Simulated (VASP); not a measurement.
Write the native input for VASP 6.6.1 that does the following.

```
Task                   : single point
Functional             : PBE
Potentials or basis    : VASP PAW PBE potentials, release 64 (Y_sv, Zn, C, N)
Cutoff                 : 520 eV
k mesh                 : 4 × 4 × 4
Occupations            : gaussian, width 0.1 eV
Spin                   : collinear spin, ferromagnetic start
Starting moments       : [0.0, 0.0, 1.0, 1.0, 1.0, 1.0, 1.0, 1.0, 1.0, 1.0] μB
Dipole correction      : no
Further INCAR settings : ALGO = Normal; EDIFF = 1e-06; NBANDS = 44
```

The structure of YZnC4N4 lies in POSCAR:

```
YZnC4N4
1.0
    6.1008602900      0.0000000000      0.0000000000
    0.0000000000      6.1008602900      0.0000000000
    0.0000000000      0.0000000000      6.1008602900
Y Zn C N
1 1 4 4
Direct
    0.0000000000      0.0000000000      0.0000000000
    0.5000000000      0.5000000000      0.5000000000
    0.1992997100      0.1992997100      0.1992997100
    0.1992997100      0.8007002900      0.8007002900
    0.8007002900      0.1992997100      0.8007002900
    0.8007002900      0.8007002900      0.1992997100
    0.3100217700      0.3100217700      0.3100217700
    0.3100217700      0.6899782300      0.6899782300
    0.6899782300      0.3100217700      0.6899782300
    0.6899782300      0.6899782300      0.3100217700
```

One way to write it, as run:

INCAR

```
SYSTEM = YZnC4N4
ALGO = Normal
EDIFF = 1E-6
ENCUT = 520
GGA = PE
ISIF = 2
ISMEAR = 0
ISPIN = 2
LASPH = .True.
LCHARG = .False.
LMAXMIX = 4
LORBIT = 11
LREAL = .False.
LWAVE = .False.
MAGMOM = 0 0 1 1 1 1 1 1 1 1
NBANDS = 44
NELM = 150
PREC = Accurate
SIGMA = 0.1
```

KPOINTS

```
k-points
0
Gamma
  4 4 4
  0 0 0
```

Potentials or basis: VASP PAW PBE potentials, release 64 (Y_sv, Zn, C, N).

The run is started by

```sh
$ cat potpaw_PBE.64/Y_sv/POTCAR potpaw_PBE.64/Zn/POTCAR potpaw_PBE.64/C/POTCAR potpaw_PBE.64/N/POTCAR > POTCAR
$ mpirun -np 1 vasp_std > vasp.out
```

It gave:

| Item | Value |
| --- | --- |
| Pressure | 8.6 GPa |
| Largest force | 3.196 eV/Å |
| Band gap on the k mesh | zero (filled and empty bands overlap) |
| Net moment | 1.00 μB per cell |
| Site moments | Y +0.33; Zn +0.01; C +0.01; N +0.05 μB |
| Valence electrons inside the program's atomic spheres | Y 10.81; Zn 10.77; C 2.65; N 3.88 |

Caveat: the cell stands under pressure; forces of over 1 eV/Å act on the atoms, so gaps and moduli don't describe the material at rest.

Wall time 2.5 min on 1 thread of AMD EPYC 9R45 96-Core Processor (Zen 5), with other jobs on the host, peak memory 0.47 GiB.
